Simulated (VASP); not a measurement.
# KF (R-3m) in VASP: further runs, part 2 of 2

VASP 6.6.1.

## (4) Single point, LDA

This run uses another cell than the first one, of the same volume but with other edges.

The input, INCAR:

```
ALGO = Normal
EDIFF = 1E-7
ENCUT = 520
GGA = CA
ISIF = 2
ISMEAR = 0
LASPH = True
LCHARG = False
LREAL = False
LWAVE = False
NBANDS = 15
NELM = 80
PREC = Accurate
SIGMA = 0.05
```

The input, KPOINTS:

```
k-points
0
Gamma
  8 8 8
```

The input, POSCAR:

```
KF
1.0
    0.0563870866      2.6508849350      2.6508849350
    2.6508849350      0.0563870866      2.6508849350
    2.6508849350      2.6508849350      0.0563870866
K F
1 1
Direct
    0.0000000000      0.0000000000      0.0000000000
    0.5000000000      0.5000000000      0.5000000000
```

Potentials or basis: VASP PAW LDA potentials, release 64 (K_sv, F).

Launch:

```
$ cat potpaw_LDA.64/K_sv/POTCAR potpaw_LDA.64/F/POTCAR > POTCAR
$ mpirun -np 1 vasp_std > vasp.out
```

OUTCAR:

```text
EDIFF = 1E-7
   ENCUT = 520
   GGA = CA
   ISIF = 2
   ISMEAR = 0
   LASPH = True
   LREAL = False
   NELM = 80
   PREC = Accurate

 ion  position               nearest neighbor table
   1  0.000  0.000  0.000-   2 2.62   2 2.62   2 2.62   2 2.62   2 2.62   2 2.62
   2  0.500  0.500  0.500-   1 2.62   1 2.62   1 2.62   1 2.62   1 2.62   1 2.62

  LATTYP: Found a trigonal (rhomboedric) cell.
 ALAT       =     3.7493414596
 COS(alpha) =     0.5211531429

  Lattice vectors:

 A1 = (   0.0563870866,   2.6508849350,   2.6508849350)
 A2 = (   2.6508849350,   0.0563870866,   2.6508849350)
 A3 = (   2.6508849350,   2.6508849350,   0.0563870866)

Analysis of symmetry for initial positions (statically):
=====================================================================
 Subroutine PRICEL returns:
 Original cell was already a primitive cell.

 Routine SETGRP: Setting up the symmetry group for a
 trigonal (rhombohedral) supercell.

 Subroutine GETGRP returns: Found 12 space group operations
 (whereof 12 operations were pure point group operations)
 out of a pool of 12 trial point group operations.

The static configuration has the point symmetry D_3d.

Analysis of symmetry for dynamics (positions and initial velocities):
=====================================================================
 Subroutine PRICEL returns:
 Original cell was already a primitive cell.

 Routine SETGRP: Setting up the symmetry group for a
 trigonal (rhombohedral) supercell.

 Subroutine GETGRP returns: Found 12 space group operations
 (whereof 12 operations were pure point group operations)
 out of a pool of 12 trial point group operations.

The dynamic configuration has the point symmetry D_3d.

 Subroutine INISYM returns: Found 12 space group operations
 (whereof 12 operations are pure point group operations),
 and found     1 'primitive' translations

----------------------------------------------------------------------------------------

                                     Primitive cell

  volume of cell :      36.0680

  direct lattice vectors                    reciprocal lattice vectors
     0.056387087  2.650884935  2.650884935    -0.194743580  0.190687459  0.190687459
     2.650884935  0.056387087  2.650884935     0.190687459 -0.194743580  0.190687459
     2.650884935  2.650884935  0.056387087     0.190687459  0.190687459 -0.194743580

  length of vectors
     3.749341460  3.749341460  3.749341460     0.332638656  0.332638656  0.332638656

  position of ions in fractional coordinates (direct lattice)
     0.000000000  0.000000000  0.000000000
     0.500000000  0.500000000  0.500000000

  ion indices of the primitive-cell ions
   primitive index   ion index
                 1           1
                 2           2

----------------------------------------------------------------------------------------

 KPOINTS: k-points

Automatic generation of k-mesh.
 Grid dimensions read from file:
 generate k-points for:    8    8    8

 Generating k-lattice:

  Cartesian coordinates                     Fractional coordinates (reciprocal lattice)
    -0.024342947  0.023835932  0.023835932     0.125000000  0.000000000  0.000000000
     0.023835932 -0.024342947  0.023835932     0.000000000  0.125000000  0.000000000
[... 42 lines left out ...]
   total plane-waves  NPLWV =  21952
   dimension x,y,z NGX =    28 NGY =   28 NGZ =   28
   dimension x,y,z NGXF=    56 NGYF=   56 NGZF=   56
   ions per type =               1   1
   NGX,Y,Z   is equivalent  to a cutoff of  12.42, 12.42, 12.42 a.u.
   NGXF,Y,Z  is equivalent  to a cutoff of  24.83, 24.83, 24.83 a.u.
 SYSTEM =  unknown system
   PREC   = accura    normal or accurate (medium, high low for compatibility)
   ISTART =      0    job   : 0-new  1-cont  2-samecut
   ICHARG =      2    charge: 1-file 2-atom 10-const
   ISPIN  =      1    spin polarized calculation?
   LNONCOLLINEAR =      F non collinear calculations
   LSORBIT =      F    spin-orbit coupling
   LASPH  =      T    aspherical Exc in radial PAW
   ENCUT  =  520.0 eV  38.22 Ry    6.18 a.u.   6.97  6.97  6.97*2*pi/ulx,y,z
   NELM   =     80;   NELMIN=  2; NELMDL= -5     # of ELM steps
   EDIFF  = 0.1E-06   stopping-criterion for ELM
   LREAL  =      F    real-space projection
   EDIFFG = 0.1E-05   stopping-criterion for IOM
   NSW    =      0    number of steps for IOM
   IBRION =     -1    ionic relax: 0-MD 1-quasi-New 2-CG
   NFREE  =      0    steps in history (QN), initial steepest desc. (CG)
   ISIF   =      2    stress and relaxation
   ISYM   =      2    0-nonsym 1-usesym 2-fastsym
   POTIM  = 0.5000    time-step for ionic-motion
   TEBEG  =    0.0;   TEEND  =   0.0 temperature during run
   PSTRESS=    0.0 pullay stress
   NELECT =      16.0000    total number of electrons
   NUPDOWN=      -1.0000    fix difference up-down
   EMIN   =  10.00;   EMAX   =-10.00  energy-range for DOS
   EFERMI =   0.00;   METHOD = LEGACY
   ISMEAR =     0;   SIGMA  =   0.05  broadening in eV -4-tet -1-fermi 0-gaus
   EFERMI_NEDOS =   21; number of points for ismear=-14 and -15
   IALGO  =     38    algorithm
   IMIX   =      4    mixing-type and parameters
     AMIX     =   0.40;   BMIX     =  1.00
     AMIX_MAG =   1.60;   BMIX_MAG =  1.00
  volume/ion in A,a.u.               =      18.03       121.70
  Fermi-wavevector in a.u.,A,eV,Ry     =   1.248554  2.359426 21.209960  1.558888
  Thomas-Fermi vector in A             =   2.382636
   LORBIT       =      0    0 simple, 1 ext, 2 COOP (PROOUT), +10 PAW based schemes
   GGA     = CA    functional components
   LHFCALC =     F    Hartree Fock is set to
   AEXX    =    0.0000 exact exchange contribution
   IVDW    =     0    specifies the selected vdW correction
   LEPSILON=     F    determine dielectric tensor
   LRPA    =     F    only Hartree local field effects (RPA)
 non-spin polarized calculation
 Gauss-broadening in eV      SIGMA  =   0.05
  energy-cutoff  :      520.00
  volume of cell :       36.07
 maximum number of plane-waves:       987
   NGX = 13   NGY = 13   NGZ = 13

 number of electron      16.0000008 magnetization

 Free energy of the ion-electron system (eV)
  ---------------------------------------------------
  ext. energy  EPLUGINS =         0.00000000
  ---------------------------------------------------
  free energy    TOTEN  =        -9.06318379 eV

  energy without entropy =       -9.06318379  energy(sigma->0) =       -9.06318379

 E-fermi :  -2.8391     XC(G=0):  -9.3870

 val. band max:       -3.0589648655   @ k =   0.0000   0.0000   0.0000
 cond. band min:       3.0089222042   @ k =   0.0000   0.0000   0.0000
 fundamental gap:      6.0678870697
 Fermi energy:        -2.8390805270

 k-point     1 :       0.0000    0.0000    0.0000
  band No.  band energies     occupation
      1     -28.5668      2.00000
      2     -21.3171      2.00000
      3     -12.0064      2.00000
      4     -11.9814      2.00000
      5     -11.9814      2.00000
      6      -3.0911      2.00000
      7      -3.0590      2.00000
      8      -3.0590      2.00000
      9       3.0089      0.00000
     10       7.3562      0.00000
     11       7.6991      0.00000
     12       7.6991      0.00000
     13       9.4083      0.00000
     14       9.4083      0.00000
[... 401 lines left out ...]
      2     -21.4024      2.00000
      3     -12.2143      2.00000
      4     -12.1074      2.00000
      5     -11.9987      2.00000
      6      -3.7188      2.00000
      7      -3.3849      2.00000
      8      -3.2344      2.00000
      9       5.2260      0.00000
     10       6.7254      0.00000
     11       8.6673      0.00000
     12       8.8087      0.00000
     13      10.3117      0.00000
     14      10.6188      0.00000
     15      15.4105      0.00000

 [... further k-points ...]

------------------------ aborting loop because EDIFF is reached ----------------------------------------

  FORCE on cell =-STRESS in cart. coord.  units (eV):
  Direction    XX          YY          ZZ          XY          YZ          ZX
  --------------------------------------------------------------------------------------
  -------------------------------------------------------------------------------------
  Total       -0.3843100     -0.3843100     -0.3843100     -0.0737387     -0.0737387     -0.0737387
  in kB      -17.0714435    -17.0714435    -17.0714435     -3.2755464     -3.2755464     -3.2755464
  external PRESSURE =     -17.0714435 kB  Pullay stress =       0.0000000 kB

 VOLUME and BASIS-vectors are now :
 -----------------------------------------------------------------------------
  energy-cutoff  :      520.00
  volume of cell :       36.07
      direct lattice vectors                 reciprocal lattice vectors
     0.056387087  2.650884935  2.650884935    -0.194743580  0.190687459  0.190687459
     2.650884935  0.056387087  2.650884935     0.190687459 -0.194743580  0.190687459
     2.650884935  2.650884935  0.056387087     0.190687459  0.190687459 -0.194743580

 POSITION                                       TOTAL-FORCE (eV/Angst)
 -----------------------------------------------------------------------------------
      0.00000      0.00000      0.00000         0.000000      0.000000     -0.000000
      2.67908      2.67908      2.67908        -0.000000     -0.000000      0.000000
 -----------------------------------------------------------------------------------
    total drift:                                0.000000      0.000000      0.000000

  FREE ENERGIE OF THE ION-ELECTRON SYSTEM (eV)
  ---------------------------------------------------
  free  energy   TOTEN  =        -9.0631837861 eV

  energy  without entropy=       -9.0631837861  energy(sigma->0) =       -9.06318379
```

stdout:

```text
POSCAR found type information on POSCAR K F
 POSCAR found :  2 types and       2 ions
 scaLAPACK will be used
 LDA part: xc-table for (Slater(with rela. corr.)+CA(PZ))
 , standard interpolation
 POSCAR, INCAR and KPOINTS ok, starting setup
 FFT: planning ... GRIDC
 FFT: planning ... GRID_SOFT
 FFT: planning ... GRID
 WAVECAR not read
 entering main loop
```

Wall time 27 s (1 thread of Intel Xeon Platinum 8375C at 2.90GHz (Ice Lake), shared host); peak memory 0.15 GiB.

Results:

```
Free energy            : -9.0632 eV
Pressure               : -1.7 GPa
Band gap on the k mesh : 6.07 eV, direct
```

## (5) Single point, LDA

This run uses another cell than the first one, of 16.11 Å³/atom, 0.893 times its volume.

The input, INCAR:

```
  PREC = Accurate
  ENCUT = 520
  EDIFF = 1E-6
  ISMEAR = 0
  SIGMA = 0.05
  LREAL = F
  LASPH = T
  NELM = 60
  ALGO = Normal
  ISIF = 2
  LWAVE = F
  LCHARG = F
  NBANDS = 15
```

The input, KPOINTS:

```
regular mesh
0
Gamma
  8 8 8
```

The input, POSCAR:

```
KF
1.0
    0.0543025870      2.5528878800      2.5528878800
    2.5528878800      0.0543025870      2.5528878800
    2.5528878800      2.5528878800      0.0543025870
K F
1 1
Direct
    0.0000000000      0.0000000000      0.0000000000
    0.5000000000      0.5000000000      0.5000000000
```

Launch:

```
$ cat potpaw_LDA.64/K_sv/POTCAR potpaw_LDA.64/F/POTCAR > POTCAR
$ mpirun -np 1 vasp_std > vasp.out
```

It took 12 s on 1 thread of Intel Xeon 6975P-C (Granite Rapids), shared host; peak memory 0.16 GiB.

Results (log left out):

```
Free energy            : -9.0415 eV
Pressure               : 3.7 GPa
Band gap on the k mesh : 6.72 eV, indirect (the least direct gap lies 4.9 meV higher)
```

Stress tensor (GPa, compression positive):
```
 3.71 -0.26 -0.26
-0.26  3.71 -0.26
-0.26 -0.26  3.71
```

Levels at points of the mesh, in eV from the valence-band top:
```
           k point  band 6  band 7  band 8  band 9  band 10  band 11
(0.00, 0.00, 0.00)   -0.03    0.00    0.00    6.72    10.66    11.04
(0.50, 0.00, 0.00)   -1.08   -0.61   -0.54    9.47    11.54    12.60
(0.50, 0.50, 0.00)   -0.08   -0.01    0.00    7.94    11.07    12.78
(0.50, 0.50, 0.50)   -1.07   -0.51   -0.51    9.38    11.41    12.70
```

## (6) Single point, LDA

This run uses another cell than the first one, of 16.11 Å³/atom, 0.893 times its volume.

The input, INCAR:

```
PREC = Accurate
ENCUT = 520
EDIFF = 1E-6
ISMEAR = 0
SIGMA = 0.05
LREAL = F
LASPH = T
NELM = 60
ALGO = Normal
ISIF = 2
LWAVE = F
LCHARG = T
GGA = CA
LELF = T
LVHAR = T
NBANDS = 15
```

The input, KPOINTS:

```
Automatic mesh
0
Gamma
  8 8 8
```

The input, POSCAR:

```
KF
1.0
   -0.0537752514      2.4988474424      2.4988474424
    2.4988474424     -0.0537752514      2.4988474424
    2.4988474424      2.4988474424     -0.0537752514
K F
1 1
Direct
    0.0000000000      0.0000000000      0.0000000000
    0.5000000000      0.5000000000      0.5000000000
```

Potentials or basis: VASP PAW LDA potentials, release 64 (K_sv, F).

Launch:

```
$ cat potpaw_LDA.64/K_sv/POTCAR potpaw_LDA.64/F/POTCAR > POTCAR
$ mpirun -np 1 vasp_std > vasp.out
```

It took 13 s on 1 thread of Intel Xeon 6975P-C (Granite Rapids), shared host; peak memory 0.15 GiB.

It converged, with:

- Free energy: -9.0417 eV
- Pressure: 3.7 GPa
- Band gap on the k mesh: 6.72 eV, direct

Stress tensor (GPa, compression positive):
```
3.71 0.21 0.21
0.21 3.71 0.21
0.21 0.21 3.71
```

Levels at points of the mesh, in eV from the valence-band top:
```tsv
k point	band 6	band 7	band 8	band 9	band 10	band 11
(0.00, 0.00, 0.00)	-0.02	-0.02	0.00	6.72	10.77	10.77
(0.50, 0.00, 0.00)	-1.08	-0.58	-0.51	9.42	11.47	12.55
(0.50, 0.50, 0.00)	-0.09	-0.02	0.00	7.93	11.07	12.78
(0.50, 0.50, 0.50)	-1.09	-0.61	-0.61	9.51	11.61	12.80
```

A hybrid or GW would open this gap; LDA tends to underestimate it.

## (7) Overview

| cell | gap on the mesh (eV) | pressure (GPa) |
| --- | --- | --- |
| a = 3.651 Å, angles 62.1°, 2 atoms | 6.05 | -1.7 |
| a = 3.689 Å, angles 60.7°, 2 atoms | 6.07 | -1.7 |
| a = 3.749 Å, angles 58.6°, 2 atoms | 6.07 | -1.7 |
| a = 3.611 Å, angles 58.6°, 2 atoms | 6.72 | 3.7 |
| a = 3.534 Å, angles 61.4°, 2 atoms | 6.72 | 3.7 |

Alike in all rows: task single point; level LDA; potentials or basis VASP PAW LDA potentials, release 64 (K_sv, F); no spin polarisation; k mesh 8 × 8 × 8; cutoff (eV) 520; smearing gaussian 0.05 eV.

Total energies depend on the potentials used, so only differences within one code and one set of settings carry meaning.
